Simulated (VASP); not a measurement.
# Na (P6_3/mmc) in VASP: notebook

The runs below take Na through single point, relaxation of shape and atoms at fixed volume, with PBE.

All numbers are computed with VASP 6.6.1; they aren't measurements. Logs are shortened: lines on timing, memory, paths and dates and some standing lists are left out, and cuts for length are marked.

## Step 1: The cell of the first run

Symmetry: P6_3/mmc, No. 194, hexagonal system. The conventional cell has a = 3.737 Å, b = 3.737 Å, c = 6.130 Å, α = 90.00°, β = 90.00°, γ = 120.00°. Na (site symmetry -6m2) has 12 Na at 3.74 to 3.75 Å within 4.9 Å.

## Step 2: Single point, PBE

Input file INCAR:

```
SYSTEM = Na
  PREC = Accurate
  ENCUT = 520
  EDIFF = 1E-7
  ISMEAR = -1
  SIGMA = 0.05
  LREAL = .False.
  LASPH = .True.
  NELM = 80
  ALGO = Normal
  ISIF = 2
  LWAVE = .False.
  LCHARG = .False.
  GGA = PE
  NBANDS = 14
```

Input file KPOINTS:

```
regular mesh
0
Gamma
  12 12 6
  0 0 0
```

Input file POSCAR:

```
Na
1.0
    3.7374447572      0.0000000000      0.0000000000
   -1.8687223786      3.2367221050      0.0000000000
    0.0000000000      0.0000000000      6.1302874478
Na
2
Direct
    0.3333333333      0.6666666667      0.2500000000
    0.6666666667      0.3333333333      0.7500000000
```

Potentials or basis: VASP PAW PBE potentials, release 64 (Na_pv).

On the command line:

```bash
$ cat potpaw_PBE.64/Na_pv/POTCAR > POTCAR
$ mpirun -np 1 vasp_std > vasp.out
```

OUTCAR:

```text
SYSTEM = Na
   PREC = Accurate
   ENCUT = 520
   EDIFF = 1E-7
   ISMEAR = -1
   LREAL = .False.
   LASPH = .True.
   NELM = 80
   ISIF = 2
   GGA = PE

 ion  position               nearest neighbor table
   1  0.333  0.667  0.250-
   2  0.667  0.333  0.750-

  LATTYP: Found a hexagonal cell.
 ALAT       =     3.7374447572
 C/A-ratio  =     1.6402349322

  Lattice vectors:

 A1 = (   3.7374447572,   0.0000000000,   0.0000000000)
 A2 = (  -1.8687223786,   3.2367221050,   0.0000000000)
 A3 = (   0.0000000000,   0.0000000000,   6.1302874478)

Analysis of symmetry for initial positions (statically):
=====================================================================
 Subroutine PRICEL returns:
 Original cell was already a primitive cell.

 Routine SETGRP: Setting up the symmetry group for a
 hexagonal supercell.

 Subroutine GETGRP returns: Found 24 space group operations
 (whereof 12 operations were pure point group operations)
 out of a pool of 24 trial point group operations.

The static configuration has the point symmetry D_3d.
 The point group associated with its full space group is D_6h.

Analysis of symmetry for dynamics (positions and initial velocities):
=====================================================================
 Subroutine PRICEL returns:
 Original cell was already a primitive cell.

 Routine SETGRP: Setting up the symmetry group for a
 hexagonal supercell.

 Subroutine GETGRP returns: Found 24 space group operations
 (whereof 12 operations were pure point group operations)
 out of a pool of 24 trial point group operations.

The dynamic configuration has the point symmetry D_3d.
 The point group associated with its full space group is D_6h.

 Subroutine INISYM returns: Found 24 space group operations
 (whereof 12 operations are pure point group operations),
 and found     1 'primitive' translations

----------------------------------------------------------------------------------------

                                     Primitive cell

  volume of cell :      74.1585

  direct lattice vectors                    reciprocal lattice vectors
     3.737444757  0.000000000  0.000000000     0.267562483  0.154477272  0.000000000
    -1.868722379  3.236722105  0.000000000     0.000000000  0.308954543  0.000000000
     0.000000000  0.000000000  6.130287448     0.000000000  0.000000000  0.163124488

  length of vectors
     3.737444757  3.737444757  6.130287448     0.308954543  0.308954543  0.163124488

  position of ions in fractional coordinates (direct lattice)
     0.333333333  0.666666667  0.250000000
     0.666666667  0.333333333  0.750000000

  ion indices of the primitive-cell ions
   primitive index   ion index
                 1           1
                 2           2

----------------------------------------------------------------------------------------

 KPOINTS: regular mesh

Automatic generation of k-mesh.
 Grid dimensions read from file:
 generate k-points for:   12   12    6

 Generating k-lattice:

  Cartesian coordinates                     Fractional coordinates (reciprocal lattice)
     0.022296874  0.012873106  0.000000000     0.083333333  0.000000000  0.000000000
     0.000000000  0.025746212  0.000000000     0.000000000  0.083333333  0.000000000
     0.000000000  0.000000000  0.027187415     0.000000000  0.000000000  0.166666667

  Length of vectors
     0.025746212  0.025746212  0.027187415

  Shift w.r.t. Gamma in fractional coordinates (k-lattice)
     0.000000000  0.000000000  0.000000000

 Subroutine IBZKPT returns following result:
 ===========================================

 Found     76 irreducible k-points:

 Following reciprocal coordinates:
            Coordinates               Weight
  0.000000  0.000000  0.000000      1.000000
  0.083333 -0.000000  0.000000      6.000000
  0.166667 -0.000000  0.000000      6.000000
  0.250000 -0.000000  0.000000      6.000000
  0.333333  0.000000  0.000000      6.000000
  0.416667 -0.000000  0.000000      6.000000
[... 16 lines left out ...]
  0.250000 -0.000000  0.166667     12.000000
  0.333333  0.000000  0.166667     12.000000
 [... further k-points ...]
   k-points           NKPTS =     76   k-points in BZ     NKDIM =     76   number of bands    NBANDS=     14
   number of dos      NEDOS =    301   number of ions     NIONS =      2
   total plane-waves  NPLWV =  37632
   dimension x,y,z NGX =    28 NGY =   28 NGZ =   48
   dimension x,y,z NGXF=    56 NGYF=   56 NGZF=   96
   ions per type =               2
   NGX,Y,Z   is equivalent  to a cutoff of  12.45, 12.45, 13.02 a.u.
   NGXF,Y,Z  is equivalent  to a cutoff of  24.91, 24.91, 26.03 a.u.
 SYSTEM =  Na
   PREC   = accura    normal or accurate (medium, high low for compatibility)
   ISTART =      0    job   : 0-new  1-cont  2-samecut
   ICHARG =      2    charge: 1-file 2-atom 10-const
   ISPIN  =      1    spin polarized calculation?
   LNONCOLLINEAR =      F non collinear calculations
[... 26 lines left out ...]
  Fermi-wavevector in a.u.,A,eV,Ry     =   0.939140  1.774718 12.000129  0.881985
  Thomas-Fermi vector in A             =   2.066423
   LORBIT       =      0    0 simple, 1 ext, 2 COOP (PROOUT), +10 PAW based schemes
   GGA     = PE    functional components
   LHFCALC =     F    Hartree Fock is set to
   AEXX    =    0.0000 exact exchange contribution
   IVDW    =     0    specifies the selected vdW correction
   LEPSILON=     F    determine dielectric tensor
   LRPA    =     F    only Hartree local field effects (RPA)
 non-spin polarized calculation
  energy-cutoff  :      520.00
  volume of cell :       74.16
 maximum number of plane-waves:      2020
 NGX is ok and might be reduce to    28
   NGX = 13   NGY = 13   NGZ = 23

 number of electron      14.0000003 magnetization

 Free energy of the ion-electron system (eV)
  ---------------------------------------------------
  ext. energy  EPLUGINS =         0.00000000
  ---------------------------------------------------
  free energy    TOTEN  =        -2.62910172 eV

  energy without entropy =       -2.62097925  energy(sigma->0) =       -2.62504048

 E-fermi :   0.2751     XC(G=0):  -6.5010

 val. band max:        0.2599067707   @ k =   0.4167   0.0833   0.1667
 cond. band min:       0.2941367647   @ k =   0.3333   0.1667   0.3333
 fundamental gap:      0.0342299941
 Fermi energy:         0.2751324408

 k-point     1 :       0.0000    0.0000    0.0000
  band No.  band energies     occupation
      1     -24.6027      2.00000
      2     -24.5734      2.00000
      3     -24.5734      2.00000
      4     -24.5686      2.00000
      5     -24.5686      2.00000
      6     -24.5682      2.00000
      7      -2.9506      2.00000
      8       0.8631      0.00002
      9       1.2613      0.00000
     10      10.3430      0.00000
     11      10.3430      0.00000
     12      10.7118      0.00000
     13      10.7118      0.00000
     14      10.8009      0.00000

 k-point     2 :       0.0833   -0.0000    0.0000
  band No.  band energies     occupation
      1     -24.6019      2.00000
      2     -24.5751      2.00000
      3     -24.5739      2.00000
      4     -24.5705      2.00000
      5     -24.5689      2.00000
      6     -24.5685      2.00000
      7      -2.8475      2.00000
      8       0.9545      0.00000
      9       1.3619      0.00000
     10       8.6661      0.00000
     11       9.5937      0.00000
     12      10.0132      0.00000
     13      11.5535      0.00000
     14      11.5686      0.00000

 k-point     3 :       0.1667   -0.0000    0.0000
  band No.  band energies     occupation
      1     -24.5997      2.00000
      2     -24.5800      2.00000
      3     -24.5755      2.00000
      4     -24.5754      2.00000
      5     -24.5698      2.00000
      6     -24.5693      2.00000
      7      -2.5394      2.00000
      8       1.2293      0.00000
      9       1.6594      0.00000
     10       6.7842      0.00000
     11       8.8441      0.00000
     12       9.0204      0.00000
     13      10.1551      0.00000
     14      11.1554      0.00000
[... 324 lines left out ...]
 k-point    23 :       0.2500   -0.0000    0.1667
  band No.  band energies     occupation
      1     -24.5959      2.00000
      2     -24.5855      2.00000
      3     -24.5832      2.00000
      4     -24.5770      2.00000
      5     -24.5715      2.00000
      6     -24.5715      2.00000
      7      -1.9170      2.00000
      8       0.7179      0.00029
      9       3.2798      0.00000
     10       5.1696      0.00000
     11       7.3678      0.00000
     12       8.3507      0.00000
     13       8.7222      0.00000
     14      10.4545      0.00000

 k-point    24 :       0.3333    0.0000    0.1667
  band No.  band energies     occupation
      1     -24.5964      2.00000
      2     -24.5906      2.00000
      3     -24.5877      2.00000
      4     -24.5790      2.00000
      5     -24.5731      2.00000
      6     -24.5728      2.00000
      7      -1.2136      2.00000
      8       1.3778      0.00000
      9       3.3268      0.00000
     10       4.1895      0.00000
     11       5.8899      0.00000
     12       7.8225      0.00000
     13       7.9306      0.00000
     14       9.4525      0.00000

 [... further k-points ...]
[... 5 lines left out ...]
  --------------------------------------------------------------------------------------
  -------------------------------------------------------------------------------------
  Total       -0.0016512     -0.0016512     -0.0050283      0.0000000      0.0000000      0.0000000
  in kB       -0.0356748     -0.0356748     -0.1086344      0.0000000      0.0000000      0.0000000
  external PRESSURE =      -0.0599947 kB  Pullay stress =       0.0000000 kB

 VOLUME and BASIS-vectors are now :
 -----------------------------------------------------------------------------
  energy-cutoff  :      520.00
  volume of cell :       74.16
      direct lattice vectors                 reciprocal lattice vectors
     3.737444757  0.000000000  0.000000000     0.267562483  0.154477272  0.000000000
    -1.868722379  3.236722105  0.000000000     0.000000000  0.308954543  0.000000000
     0.000000000  0.000000000  6.130287448     0.000000000  0.000000000  0.163124488

 POSITION                                       TOTAL-FORCE (eV/Angst)
 -----------------------------------------------------------------------------------
     -0.00000      2.15781      1.53257         0.000000     -0.000000     -0.000000
      1.86872      1.07891      4.59772        -0.000000      0.000000      0.000000
 -----------------------------------------------------------------------------------
    total drift:                               -0.000000      0.000000      0.000000

  FREE ENERGIE OF THE ION-ELECTRON SYSTEM (eV)
  ---------------------------------------------------
  free  energy   TOTEN  =        -2.6291017240 eV

  energy  without entropy=       -2.6209792458  energy(sigma->0) =       -2.62504048
```

Run time: 60 s. Hardware: 1 thread of Intel Xeon Platinum 8488C (Sapphire Rapids), shared host; peak memory 0.21 GiB.

Results:

* Free energy: -2.6291 eV
* Pressure: 0.0 GPa
* Band gap on the k mesh: zero (band 7 reaches 2.41 eV, above the bottom of band 8 at -1.93 eV)

## Step 3: Single point, PBE

Input file INCAR:

```
PREC = Accurate
ENCUT = 520
EDIFF = 1E-7
ISMEAR = -1
SIGMA = 0.05
LREAL = F
LASPH = T
NELM = 60
ALGO = Normal
ISIF = 2
LWAVE = F
LCHARG = T
GGA = PE
LELF = T
LVHAR = T
NBANDS = 14
```

Input file KPOINTS:

```
regular mesh
0
Gamma
  12 12 6
```

POSCAR is that of step 2.

Potentials or basis: VASP PAW PBE potentials, release 64 (Na_pv).

On the command line:

```bash
$ cat potpaw_PBE.64/Na_pv/POTCAR > POTCAR
$ mpirun -np 1 vasp_std > vasp.out
```

Wall time 55 s (1 thread of Intel Xeon Platinum 8488C (Sapphire Rapids), shared host); peak memory 0.21 GiB.

It converged, with:

| Quantity | Value |
| --- | --- |
| Free energy | -2.6291 eV |
| Pressure | 0.0 GPa |
| Band gap on the k mesh | zero (band 7 reaches 2.41 eV, above the bottom of band 8 at -1.93 eV) |

Levels at points of the mesh, in eV from the Fermi level:
| k point | band 3 | band 4 | band 5 | band 6 | band 7 | band 8 | band 9 | band 10 | band 11 | band 12 |
| --- | --- | --- | --- | --- | --- | --- | --- | --- | --- | --- |
| (0.00, 0.00, 0.00) | -24.85 | -24.84 | -24.84 | -24.84 | -3.23 | 0.59 | 0.99 | 10.07 | 10.07 | 10.44 |
| (0.50, 0.00, 0.00) | -24.86 | -24.86 | -24.85 | -24.85 | 0.30 | 0.42 | 3.90 | 3.92 | 4.39 | 4.63 |
| (0.00, 0.00, 0.50) | -24.85 | -24.85 | -24.85 | -24.85 | -2.20 | -2.20 | 5.53 | 5.53 | 10.65 | 10.65 |
| (0.50, 0.00, 0.50) | -24.85 | -24.85 | -24.85 | -24.85 | 1.12 | 1.12 | 1.59 | 1.59 | 7.73 | 7.73 |

## Step 4: Relaxation of shape and atoms at fixed volume, PBE

This run uses another cell than the first one, of 14.83 Å³/atom, 0.400 times its volume.

Input file INCAR:

```
  PREC = Accurate
  ENCUT = 600
  EDIFF = 1E-6
  ISMEAR = -1
  SIGMA = 0.05
  LREAL = F
  LASPH = T
  NELM = 60
  ALGO = Normal
  ISIF = 4
  LWAVE = F
  LCHARG = F
  GGA = PE
  IBRION = 2
  NSW = 50
  EDIFFG = -0.005
```

KPOINTS is that of step 3.

Input file POSCAR:

```
Na
1.0
    2.7537728420      0.0000000000      0.0000000000
   -1.3768864210      2.3848372374      0.0000000000
    0.0000000000      0.0000000000      4.5168344107
Na
2
Direct
    0.3333333333      0.6666666667      0.2500000000
    0.6666666667      0.3333333333      0.7500000000
```

On the command line:

```bash
$ cat potpaw_PBE.64/Na_pv/POTCAR > POTCAR
$ mpirun -np 1 vasp_std > vasp.out
```

Wall time 38 s (1 thread of Intel Xeon Platinum 8488C (Sapphire Rapids), shared host); peak memory 0.16 GiB.

The run converged. Its results:

```yaml
Free_energy: -0.0281 eV
Energy_gained_by_relaxing: 0.1 meV/atom
Ionic_steps: 4
Pressure_after_relaxing: 39.6 GPa
Band_gap_on_the_k_mesh: zero (band 7 reaches 8.04 eV, above the bottom of band 8 at 1.06 eV)
```

Step by step:
```
step  energy change (eV)  largest force (eV/Å)  pressure (GPa)  volume (Å³)
   1              0.0000                0.0000           39.65        29.66
   2             -0.0001                0.0000           39.64        29.66
   3             -0.0002                0.0000           39.66        29.66
   4             -0.0002                0.0000           39.64        29.66
```

Final structure:
```xyz
2
Lattice="2.7459 0.0000 0.0000 -1.3730 2.3780 0.0000 0.0000 0.0000 4.5427" Properties=species:S:1:pos:R:3 pbc="T T T"
Na    0.0000    1.5854    1.1357
Na    1.3730    0.7927    3.4070
```

Levels at points of the mesh, in eV from the Fermi level:
| k point | band 3 | band 4 | band 5 | band 6 | band 7 | band 8 | band 9 | band 10 | band 11 |
| --- | --- | --- | --- | --- | --- | --- | --- | --- | --- |
| (0.00, 0.00, 0.00) | -25.19 | -25.14 | -25.13 | -25.13 | -5.79 | 0.74 | 1.94 | 16.22 | 16.22 |
| (0.50, 0.00, 0.00) | -25.44 | -25.32 | -25.26 | -25.20 | 0.36 | 1.05 | 5.03 | 6.66 | 7.16 |
| (0.00, 0.00, 0.50) | -25.16 | -25.16 | -25.16 | -25.16 | -3.84 | -3.84 | 8.96 | 8.96 | 16.94 |
| (0.50, 0.00, 0.50) | -25.27 | -25.27 | -25.26 | -25.26 | 1.74 | 1.74 | 2.83 | 2.83 | 11.54 |

## Step 5: Relaxation of shape and atoms at fixed volume, PBE

This run uses another cell than the first one, of 18.54 Å³/atom, 0.500 times its volume.

Input file INCAR:

```
PREC     = Accurate       # precision mode
ENCUT    = 600            # plane-wave cutoff, eV
EDIFF    = 1E-7           # SCF threshold, eV
ISMEAR   = -1             # smearing method
SIGMA    = 0.05           # smearing width, eV
LREAL    = False          # projectors in reciprocal space
LASPH    = True           # aspherical terms in the spheres
NELM     = 60             # most SCF steps
ALGO     = Normal         # electronic algorithm
ISIF     = 4              # what is computed and relaxed
LWAVE    = False          # write WAVECAR
LCHARG   = False          # write CHGCAR
GGA      = PE             # functional
IBRION   = 2              # ionic algorithm
NSW      = 50             # ionic steps
EDIFFG   = -0.005         # ionic threshold
```

KPOINTS is that of step 4.

Input file POSCAR:

```
Na
1.0
    2.9664118696      0.0000000000      0.0000000000
   -1.4832059348      2.5689880372      0.0000000000
    0.0000000000      0.0000000000      4.8656123718
Na
2
Direct
    0.3333333333      0.6666666667      0.2500000000
    0.6666666667      0.3333333333      0.7500000000
```

On the command line:

```bash
$ cat potpaw_PBE.64/Na_pv/POTCAR > POTCAR
$ mpirun -np 1 vasp_std > vasp.out
```

Wall time 36 s (1 thread of Intel Xeon Platinum 8488C (Sapphire Rapids), shared host); peak memory 0.17 GiB.

The run converged. Its results:

| Property | Result |
| --- | --- |
| Free energy | -1.3357 eV |
| Energy gained by relaxing | 0.0 meV/atom |
| Ionic steps | 3 |
| Pressure after relaxing | 19.6 GPa |
| Band gap on the k mesh | zero (band 7 reaches 6.25 eV, above the bottom of band 8 at -0.08 eV) |

Final structure:
```
Na
1.0
     2.96209    0.00000    0.00000
    -1.48104    2.56524    0.00000
     0.00000    0.00000    4.87984
Na
2
Direct
  0.33333 0.66667 0.25000
  0.66667 0.33333 0.75000
```

Levels at points of the mesh, in eV from the Fermi level:
```csv
k point,band 3,band 4,band 5,band 6,band 7,band 8,band 9,band 10,band 11
"(0.00, 0.00, 0.00)",-24.84,-24.80,-24.80,-24.80,-5.03,0.70,1.74,14.56,14.56
"(0.50, 0.00, 0.00)",-24.97,-24.91,-24.87,-24.84,0.33,0.87,4.88,5.91,6.63
"(0.00, 0.00, 0.50)",-24.82,-24.82,-24.82,-24.82,-3.36,-3.36,8.11,8.11,15.25
"(0.50, 0.00, 0.50)",-24.88,-24.88,-24.87,-24.87,1.57,1.57,2.53,2.53,10.63
```

## Step 6: Relaxation of shape and atoms at fixed volume, PBE

This run uses another cell than the first one, of 22.25 Å³/atom, 0.600 times its volume.

Input file INCAR:

```
ALGO = Normal
EDIFF = 1E-7
EDIFFG = -0.005
ENCUT = 600
GGA = PE
IBRION = 2
ISIF = 4
ISMEAR = -1
LASPH = T
LCHARG = F
LREAL = F
LWAVE = F
NELM = 60
NSW = 50
PREC = Accurate
SIGMA = 0.05
```

Input file KPOINTS:

```
k-points
0
Gamma
  12 12 6
```

Input file POSCAR:

```
Na
1.0
    3.1522829930      0.0000000000      0.0000000000
   -1.5761414965      2.7299571519      0.0000000000
    0.0000000000      0.0000000000      5.1704846812
Na
2
Direct
    0.3333333333      0.6666666667      0.2500000000
    0.6666666667      0.3333333333      0.7500000000
```

Potentials or basis: VASP PAW PBE potentials, release 64 (Na_pv).

On the command line:

```bash
$ cat potpaw_PBE.64/Na_pv/POTCAR > POTCAR
$ mpirun -np 1 vasp_std > vasp.out
```

Wall time 67 s (1 thread of Intel Xeon Platinum 8488C (Sapphire Rapids), shared host); peak memory 0.19 GiB.

The run converged. Its results:

* Free energy: -2.0003 eV
* Energy gained by relaxing: 0.0 meV/atom
* Ionic steps: 3
* Pressure after relaxing: 10.2 GPa
* Band gap on the k mesh: zero (band 7 reaches 5.05 eV, above the bottom of band 8 at -0.77 eV)

Final structure:
```
CELL_PARAMETERS angstrom
3.14950 0.00000 0.00000
-1.57475 2.72754 0.00000
0.00000 0.00000 5.17964
ATOMIC_POSITIONS crystal
Na 0.33333 0.66667 0.25000
Na 0.66667 0.33333 0.75000
```

Levels at points of the mesh, in eV from the Fermi level:
```tsv
k point	band 4	band 5	band 6	band 7	band 8	band 9	band 10	band 11
(0.00, 0.00, 0.00)	-24.68	-24.68	-24.68	-4.48	0.66	1.55	13.28	13.28
(0.50, 0.00, 0.00)	-24.75	-24.72	-24.71	0.32	0.74	4.66	5.32	6.13
(0.00, 0.00, 0.50)	-24.69	-24.69	-24.69	-3.01	-3.01	7.40	7.40	13.93
(0.50, 0.00, 0.50)	-24.73	-24.73	-24.73	1.43	1.43	2.28	2.28	9.84
```

## Step 7: Overview

| task | cell | cutoff (eV) | gap on the mesh (eV) | pressure (GPa) |
| --- | --- | --- | --- | --- |
| single point | a = 3.737, b = 3.737, c = 6.130 Å, angles 90.0, 90.0, 120.0°, 2 atoms | 520 | none | 0.0 |
| relaxation of shape and atoms at fixed volume | relaxed from a = 2.754, b = 2.754, c = 4.517 Å, angles 90.0, 90.0, 120.0°, 2 atoms | 600 | none | 39.6 |
| relaxation of shape and atoms at fixed volume | relaxed from a = 2.966, b = 2.966, c = 4.866 Å, angles 90.0, 90.0, 120.0°, 2 atoms | 600 | none | 19.6 |
| relaxation of shape and atoms at fixed volume | relaxed from a = 3.152, b = 3.152, c = 5.170 Å, angles 90.0, 90.0, 120.0°, 2 atoms | 600 | none | 10.2 |

Alike in all rows: level PBE; potentials or basis VASP PAW PBE potentials, release 64 (Na_pv); no spin polarisation; k mesh 12 × 12 × 6; smearing fermi-dirac 0.05 eV.

Total energies depend on the potentials used, so only differences within one code and one set of settings carry meaning.
